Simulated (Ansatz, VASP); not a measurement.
Two plane-wave programs on MgS

```
CELL_PARAMETERS angstrom
4.29554 0.00000 0.00000
-2.14777 3.72005 0.00000
0.00000 0.00000 5.28509
ATOMIC_POSITIONS crystal
Mg 0.33333 0.66667 0.25000
Mg 0.66667 0.33333 0.75000
S 0.66667 0.33333 0.25000
S 0.33333 0.66667 0.75000
```

Alike in both runs: task single point; functional r2SCAN; k mesh 6 × 6 × 4; no spin polarisation.

```csv
,VASP,Ansatz
version,VASP 6.6.1,Ansatz 0.2.0
potentials or method,"VASP PAW PBE potentials, release 64 (Mg, S)","plane waves, PAW"
plane-wave cutoff (eV),520,500
occupations,"gaussian, width 0.01 eV",fixed
valence electrons in the cell,16,32
```

|  | VASP | Ansatz | Ansatz less VASP |
| --- | --- | --- | --- |
| gap on the k mesh at the Fermi level (eV) | 3.63 | 3.65 | +0.015 |
| pressure (GPa) | -0.4 | 0.0 | +0.35 |
| traceless stress, the component that is largest in VASP (GPa) | 0.05 | 0.04 | -0.013 |

VASP's potentials were made for PBE, not for r2SCAN. VASP's potentials hold 16 valence electrons a cell and Ansatz's 32, so a difference there can come from the potentials and not from the codes.
